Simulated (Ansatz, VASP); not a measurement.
**Two plane-wave programs on BaS**

```
Ba S
1.0
     0.06388    3.22569    3.22569
     3.22569    0.06388    3.22569
     3.22569    3.22569    0.06388
Ba S
1 1
Direct
  0.00000 0.00000 0.00000
  0.50000 0.50000 0.50000
```

Change from the starting cell: equal xy, yz and zx shear strains of +2 %, PAW files.

Alike in both runs: task electric field gradients; functional PBE; k mesh 8 × 8 × 8; occupations fermi-dirac, width 0.02 eV; no spin polarisation.

|  | VASP | Ansatz |
| --- | --- | --- |
| version | VASP 6.6.1 | Ansatz 0.2.0 |
| potentials or method | VASP PAW PBE potentials, release 64 (Ba_sv, S) | PAW with Ansatz's default frozen-core files, scalar-relativistic |
| plane-wave cutoff (eV) | 520 | 420 |
| valence electrons in the cell | 16 | 16 |

```csv
,VASP,Ansatz,Ansatz less VASP
gap on the k mesh at the Fermi level (eV),2.08,2.18,+0.099
pressure (GPa),1.4,0.8,-0.59
"traceless stress, the component that is largest in VASP (GPa)",-0.39,-0.39,0.000
size of Vzz on the site where it differs most (V/Å²),14.6,14.5,-0.13
```

Neither program's run includes spin-orbit coupling.
